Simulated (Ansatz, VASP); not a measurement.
# SnO2: VASP beside Ansatz

The input INCAR:

```
PREC = Accurate
ENCUT = 520
EDIFF = 1E-6
ISMEAR = 0
SIGMA = 0.01
LREAL = False
LASPH = True
NELM = 100
ALGO = Normal
ISIF = 2
LWAVE = False
LCHARG = True
GGA = PE
LELF = True
LVHAR = True
NBANDS = 35
```

Contents of KPOINTS:

```
regular mesh
0
Gamma
  4 4 6
```

File POSCAR:

```
SnO2
1.0
    4.8752201774      0.0000000000      0.0000000000
    0.0000000000      4.8752201774      0.0000000000
    0.0000000000      0.0000000000      3.2701756083
Sn O
2 4
Direct
    0.0000000000      0.0000000000      0.0000000000
    0.5000000000      0.5000000000      0.5000000000
    0.3065852479      0.3065852479      0.0000000000
    0.1934147521      0.8065852479      0.5000000000
    0.8065852479      0.1934147521      0.5000000000
    0.6934147521      0.6934147521      0.0000000000
```

Input for Ansatz:

```yaml
crystal:
  lattice:
    - [4.8752201774, 0.0, 0.0]
    - [0.0, 4.8752201774, 0.0]
    - [0.0, 0.0, 3.2701756083]
  atoms:
    - { symbol: Sn, position: [0.0, 0.0, 0.0] }
    - { symbol: Sn, position: [0.5, 0.5, 0.5] }
    - { symbol: O, position: [0.3065852479, 0.3065852479, 0.0] }
    - { symbol: O, position: [0.1934147521, 0.8065852479, 0.5] }
    - { symbol: O, position: [0.8065852479, 0.1934147521, 0.5] }
    - { symbol: O, position: [0.6934147521, 0.6934147521, 0.0] }
kpoints:
  mp_grid: { grid: [4, 4, 6] }
hamiltonian:
  xc: pbe
scf:
  occupations: { method: fixed }
  n_extra_bands: 5
output:
  forces: true
  stress: true
  eigenvalues: true
```

Alike in both runs: task single point; functional PBE; k mesh 4 × 4 × 6; no spin polarisation.

|  | VASP | Ansatz |
| --- | --- | --- |
| version | VASP 6.6.1 | Ansatz 0.2.0 |
| potentials or method | VASP PAW PBE potentials, release 64 (Sn_d, O) | plane waves, PAW |
| plane-wave cutoff (eV) | 520 | 420 |
| occupations | gaussian, width 0.01 eV | fixed |
| valence electrons in the cell | 52 | 52 |

```csv
,VASP,Ansatz,Ansatz less VASP
gap on the k mesh at the Fermi level (eV),0.36,0.37,+0.012
pressure (GPa),-4.5,-5.0,-0.54
"traceless stress, the component that is largest in VASP (GPa)",-0.87,-1.04,-0.179
rms of the force components (eV/Å),0.040,0.047,+0.0072
```

Atom by atom the forces differ by 0.007 eV/Å (rms over components).
